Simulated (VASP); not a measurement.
The system is GaN.

```
Ga N
1.0
     3.18000    0.00000    0.00000
    -1.59000    2.75396    0.00000
     0.00000    0.00000    5.16600
Ga N
2 2
Direct
  0.66667 0.33333 0.50000
  0.33333 0.66667 0.00000
  0.66667 0.33333 0.87500
  0.33333 0.66667 0.37500
```

Base run:

* Program: VASP 6.6.1
* Functional: PBE exchange alone
* Potentials or basis: VASP PAW PBE potentials, release 64 (Ga_d, N)
* Cutoff: 520 eV
* k mesh: 10 × 10 × 5
* Occupations: fermi-dirac, width 0.05 eV
* Spin: no spin polarisation

Its results: band gap on the k mesh 2.07 eV; pressure 27.0 GPa; largest force 0.132 eV/Å.

**Question.** After a change of settings the same cell gave: band gap on the k mesh 3.12 eV; pressure 0.6 GPa; largest force 0.143 eV/Å. Which change was it?
A. functional from PBE exchange alone to PBE0; k mesh from 10 × 10 × 5 to 6 × 6 × 3
B. functional from PBE exchange alone to r2SCANh; k mesh from 10 × 10 × 5 to 5 × 5 × 3
C. functional from PBE exchange alone to b88 exchange, pbe correlation; cutoff from 520 eV to 600 eV
D. functional from PBE exchange alone to r2SCAN-based global hybrid with 25 % exact exchange; k mesh from 10 × 10 × 5 to 6 × 6 × 3

**Answer.** B.

Caveats: some runs use coarse meshes; the cell stands under pressure (at least some runs); the PAW data sets were made with another functional, which shifts forces and pressure a little (at least some runs).
